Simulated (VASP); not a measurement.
# Pb: single point with HSE06

Crystal: Pb.

```xyz
2
Lattice="0.0000 3.5064 3.5064 3.5064 0.0000 3.5064 3.5064 3.5064 0.0000" Properties=species:S:1:pos:R:3 pbc="T T T"
Pb    1.7532    1.7532    1.7532
Pb    0.0000    0.0000    0.0000
```

This isn't the form of Pb at room conditions, which is fcc.

- Program: VASP 6.6.1
- Task: single point
- Functional: HSE06
- Potentials or basis: VASP PAW PBE potentials, release 64 (Pb_d)
- Cutoff: 520 eV
- k mesh: 4 × 4 × 4
- Occupations: fermi-dirac, width 0.05 eV
- Spin: no spin polarisation
- Dipole correction: no
- Grid for exact exchange (PRECFOCK): Normal
- Further INCAR settings: ALGO = Normal; EDIFF = 1e-07; NBANDS = 21
- Share of exact exchange: 0.25
- Screening parameter: 0.2079 1/Å

The pressure is -0.1 GPa and the band gap on the k mesh is zero (bands 14 and 15 overlap by 1.19 eV).

Levels at points of the mesh, in eV from the Fermi level:
```tsv
k point	band 10	band 11	band 12	band 13	band 14	band 15	band 16	band 17	band 18	band 19
(0.00, 0.00, 0.00)	-18.14	-11.62	-3.96	0.72	0.72	0.72	3.05	3.05	3.05	4.83
(0.50, 0.00, 0.00)	-18.08	-10.22	-7.34	-0.57	-0.47	-0.47	4.20	4.20	6.25	7.87
(0.50, 0.50, 0.00)	-18.06	-8.83	-8.83	-1.74	-1.74	1.45	1.45	7.92	7.92	8.84
```

Wall time 32 min on 1 thread of AMD EPYC 7R13 Processor (Zen 3), on a shared host, peak memory 0.3 GiB.

Caveat: the k points lie up to 0.39 Å⁻¹ apart, too coarse for converged energies and pressures of a metal; the PAW data sets were made with another functional, which shifts forces and pressure a little; spin-orbit coupling is left out, which moves the levels of the heavy elements.
